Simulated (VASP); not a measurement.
SnSe2: single point with PBEsol

SnSe2:

```
Sn Se
1.0
     3.81587    0.00000    0.00000
    -1.90794    3.30464    0.00000
     0.00000    0.00000    6.12133
Sn Se
1 2
Direct
  0.00000 0.00000 0.00000
  0.33333 0.66667 0.25923
  0.66667 0.33333 0.74077
```

```
Program                : VASP 6.6.1
Task                   : single point
Functional             : PBEsol
Potentials or basis    : VASP PAW PBE potentials, release 64 (Sn_d, Se)
Cutoff                 : 520 eV
k mesh                 : 10 × 10 × 6
Occupations            : gaussian, width 0.05 eV
Spin                   : no spin polarisation
Dipole correction      : no
Further INCAR settings : ALGO = Normal; EDIFF = 1e-07; NBANDS = 20
```

- Pressure: 0.2 GPa
- Largest force: 0.018 eV/Å
- Band gap on the k mesh: 0.49 eV, indirect (least direct gap 0.96 eV)

Forces on the atoms (eV/Å):
```
Sn   0.000  0.000  0.000
Se   0.000  0.000  0.018
Se   0.000  0.000 -0.018
```

Levels at points of the mesh, in eV from the valence-band top:
| k point | band 10 | band 11 | band 12 | band 13 | band 14 | band 15 | band 16 | band 17 |
| --- | --- | --- | --- | --- | --- | --- | --- | --- |
| (0.00, 0.00, 0.00) | -0.62 | -0.38 | -0.38 | -0.13 | 0.83 | 2.93 | 4.56 | 4.56 |
| (0.50, 0.00, 0.00) | -3.12 | -2.57 | -1.51 | -0.31 | 1.11 | 3.55 | 5.08 | 5.08 |
| (0.00, 0.00, 0.50) | -0.74 | -0.74 | -0.18 | -0.18 | 2.44 | 2.82 | 4.24 | 4.24 |
| (0.50, 0.00, 0.50) | -2.35 | -2.06 | -0.98 | -0.81 | 0.62 | 3.92 | 4.54 | 5.64 |

Wall time 42 s on 1 thread of Intel(R) Xeon(R) 6975P-C (Granite Rapids), with other jobs on the host, peak memory 0.25 GiB.

Caveat: the PAW data sets were made with another functional, which shifts forces and pressure a little; spin-orbit coupling is left out, which moves the levels of the heavy elements; this functional lacks dispersion, which binds the layers, so the pressure and a relaxed spacing across them are unreliable. A k mesh can miss the band edges.
